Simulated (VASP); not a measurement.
Runs of VASP 6.6.1 on As. The structure is that of space group Pm-3m (No. 221), or close to it. The cells are those of the table. 

```tsv
task	cell	k mesh	cutoff (eV)	gap on the mesh (eV)	pressure (GPa)	relaxed volume (Å³/atom)
relaxation of cell and atoms	relaxed from a = 4.760 Å, 7 atoms	4 × 4 × 4	600	none	-0.2	(b)
single point	a = 4.760 Å, 7 atoms	4 × 4 × 4	520	none	(a)	-
single point	a = 5.348 Å, 7 atoms	4 × 4 × 4	520	none	0.3	-
single point	a = 5.369 Å, 7 atoms	8 × 8 × 8	520	none	0.1	-
relaxation of cell and atoms	relaxed from a = 5.348 Å, 7 atoms	8 × 8 × 8	600	none	0.0	22.15
```

Alike in all rows: level PBE; potentials or basis VASP PAW PBE potentials, release 64 (As); no spin polarisation; smearing gaussian 0.1 eV.

Task: Fill in the values left out.

Result: (a) 55.3; (b) 22.00.

Caveats: the volume moved by over 15 % at a fixed basis, so the end points are rough (some runs).

A k mesh can miss the band edges, and the runs leave out spin-orbit coupling on As.

A gap of «none» marks levels without a gap at the run's occupations.
